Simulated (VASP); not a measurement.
A run of VASP 6.6.1 is set up as follows.

File INCAR:

```
PREC = Accurate ; ENCUT = 500
EDIFF = 1E-7 ; ISMEAR = -1
SIGMA = 0.05 ; LREAL = F
LASPH = T ; NELM = 120
ALGO = Normal ; ISIF = 3
LWAVE = F ; LCHARG = F
GGA = PS ; IBRION = 2
NSW = 80 ; EDIFFG = -0.01
GGA_COMPAT = F ; NELMIN = 4
```

The input KPOINTS:

```
Automatic mesh
0
Gamma
  17 17 17
```

Contents of POSCAR:

```
MoH2
1.0
    0.0000000000      2.1650000000      2.1650000000
    2.1650000000      0.0000000000      2.1650000000
    2.1650000000      2.1650000000      0.0000000000
Mo H
1 2
Direct
    0.0000000000      0.0000000000      0.0000000000
    0.2500000000      0.2500000000      0.2500000000
    0.7500000000      0.7500000000      0.7500000000
```

Potentials or basis: VASP PAW PBE potentials, release 64 (Mo_sv, H).

Launch:

```bash
$ cat potpaw_PBE.64/Mo_sv/POTCAR potpaw_PBE.64/H/POTCAR > POTCAR
$ mpirun -np 1 vasp_std > vasp.out
```

Q: Estimate the space group after relaxing (to 0.1 Å).

A: Fm-3m (No. 225).

Q: Estimate the band gap on the k mesh.

A: Zero (bands 8 and 9 overlap by 2.84 eV).

Final structure:
```xyz
3
Lattice="0.0000 2.1847 2.1847 2.1847 0.0000 2.1847 2.1847 2.1847 0.0000" Properties=species:S:1:pos:R:3 pbc="T T T"
Mo    0.0000    0.0000    0.0000
H     1.0924    1.0924    1.0924
H     3.2771    3.2771    3.2771
```
